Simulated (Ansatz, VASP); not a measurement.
Two plane-wave programs on TaN

The input POSCAR:

```
TaN
1.0
    5.1960000000      0.0000000000      0.0000000000
   -2.5980000000      4.4998680000      0.0000000000
    0.0000000000      0.0000000000      2.9110000000
Ta N
3 3
Direct
    0.3333333333      0.6666666667      0.5000000000
    0.6666666667      0.3333333333      0.5000000000
    0.0000000000      0.0000000000      0.0000000000
    0.3928500000      0.0000000000      0.0000000000
    0.6071500000      0.6071500000      0.0000000000
    0.0000000000      0.3928500000      0.0000000000
```

The input INCAR.step1:

```
ALGO = Normal
EDIFF = 1E-4
ENCUT = 600
GGA = PE
ISMEAR = -1
LASPH = True
LCHARG = False
LREAL = False
LWAVE = True
NELM = 80
PREC = Accurate
SIGMA = 0.15
```

The input INCAR.step2:

```
ALGO = Normal
EDIFF = 1E-6
EDIFFG = -0.01
ENCUT = 600
IBRION = 2
ISIF = 3
ISMEAR = -1
ISTART = 1
IVDW = 13
LASPH = True
LCHARG = False
LMIXTAU = True
LREAL = False
LWAVE = False
METAGGA = R2SCAN
NELM = 80
NSW = 80
PREC = Accurate
SIGMA = 0.15
VDW_A1 = 0.51559235
VDW_A2 = 5.77342911
VDW_S6 = 1.0
VDW_S8 = 0.6018749
```

Contents of KPOINTS:

```
k-points
0
Gamma
  6 6 9
```

Input for Ansatz:

```yaml
crystal:
  lattice:
    - [5.196, 0.0, 0.0]
    - [-2.598, 4.499868, 0.0]
    - [0.0, 0.0, 2.911]
  atoms:
    - { symbol: Ta, position: [0.3333333333333333, 0.6666666666666666, 0.5] }
    - { symbol: Ta, position: [0.6666666666666666, 0.3333333333333333, 0.5] }
    - { symbol: Ta, position: [0.0, 0.0, 0.0] }
    - { symbol: "N", position: [0.39285, 0.0, 0.0] }
    - { symbol: "N", position: [0.60715, 0.60715, 0.0] }
    - { symbol: "N", position: [-1.1233769476957228e-17, 0.39285, 0.0] }
kpoints:
  mp_grid:
    grid: [6, 6, 9]
hamiltonian:
  xc: r2scan
  dispersion: d4
scf:
  occupations:
    method: fermi_dirac
    width: 0.15
relax:
  cell: {}
```

Alike in both runs: task relaxation of cell and atoms; functional r2SCAN; dispersion D4; k mesh 6 × 6 × 9; occupations fermi-dirac, width 0.15 eV; no spin polarisation.

|  | VASP | Ansatz |
| --- | --- | --- |
| version | VASP 6.6.1 | Ansatz 0.2.0 |
| potentials or method | VASP PAW PBE potentials, release 64 (Ta_pv, N) | plane waves, PAW |
| plane-wave cutoff (eV) | 600 | 500 |
| valence electrons in the cell | 48 | 54 |

```tsv
	VASP	Ansatz	Ansatz less VASP
relaxed volume (Å³/atom)	11.36	11.30	-0.058
relaxed cell length with the largest relative difference (Å)	5.203	5.193	-0.0100
```

VASP's potentials were made for PBE, not for r2SCAN. VASP's potentials hold 48 valence electrons a cell and Ansatz's 54, so a difference there can come from the potentials and not from the codes.

Neither program's run includes spin-orbit coupling.
